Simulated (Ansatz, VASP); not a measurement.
**CoNiO2 in VASP and in Ansatz**

File INCAR:

```
  PREC = Accurate
  ENCUT = 520
  EDIFF = 1E-7
  ISMEAR = -1
  SIGMA = 0.05
  LREAL = False
  LASPH = True
  NELM = 150
  ALGO = Normal
  ISIF = 2
  LWAVE = False
  LCHARG = False
  ISPIN = 2
  MAGMOM = 1 2 0 0
  LORBIT = 11
  LMAXMIX = 4
  GGA = PS
  NBANDS = 28
```

KPOINTS

```
regular mesh
0
Gamma
  9 9 6
```

The input POSCAR:

```
CoNiO2
1.0
    3.0539998252      0.0000000000      0.0000000000
    0.0000000000      3.0539998252      0.0000000000
    0.0000000000      0.0000000000      4.2778477534
Ni Co O
1 1 2
Direct
    0.0000000000      0.0000000000      0.0000000000
    0.5000000000      0.5000000000      0.5000000000
    0.0000000000      0.0000000000      0.5000000000
    0.5000000000      0.5000000000      0.0000000000
```

File input.yaml:

```yaml
crystal:
  lattice:
    - [3.0539998252, 0.0, 0.0]
    - [0.0, 3.0539998252, 0.0]
    - [0.0, 0.0, 4.2778477534]
  atoms:
    - { symbol: Ni, position: [0.0, 0.0, 0.0], spin: 1.0 }
    - { symbol: Co, position: [0.5, 0.5, 0.5], spin: 2.0 }
    - { symbol: O, position: [0.0, 0.0, 0.5] }
    - { symbol: O, position: [0.5, 0.5, 0.0] }
hamiltonian:
  xc: pbesol
  pseudopotentials: { kind: paw }
magnetization:
  spin_polarized: true
kpoints:
  mp_grid: { grid: [9, 9, 6] }
scf:
  occupations: { method: fermi_dirac, width: 0.05 }
output:
  forces: true
  stress: true
  eigenvalues: true
```

Alike in both runs: task single point; functional PBEsol; k mesh 9 × 9 × 6; occupations fermi-dirac, width 0.05 eV; collinear spin.

|  | VASP | Ansatz |
| --- | --- | --- |
| version | VASP 6.6.1 | Ansatz 0.2.0 |
| potentials or method | VASP PAW PBE potentials, release 64 (Ni, Co, O) | Ansatz PAW |
| plane-wave cutoff (eV) | 520 | 420 |
| valence electrons in the cell | 31 | 47 |

```csv
,VASP,Ansatz,Ansatz less VASP
gap on the k mesh at the Fermi level (eV),none,none,-
pressure (GPa),-17.4,-17.0,+0.36
"traceless stress, the component that is largest in VASP (GPa)",0.77,0.81,+0.039
net moment per atom (μB),1.16,1.18,+0.015
size of the moment on the site where the two differ most (μB),2.56,2.50,-0.063
```

VASP's potentials were made for PBE, not for PBEsol. Site moments also hang on the region over which each program counts them. A gap of «none» marks a metal or a gap that the smearing closes. With one functional, cell and mesh, what is left measures potentials, basis and numerics. VASP's potentials hold 31 valence electrons a cell and Ansatz's 47, so a difference there can come from the potentials and not from the codes.
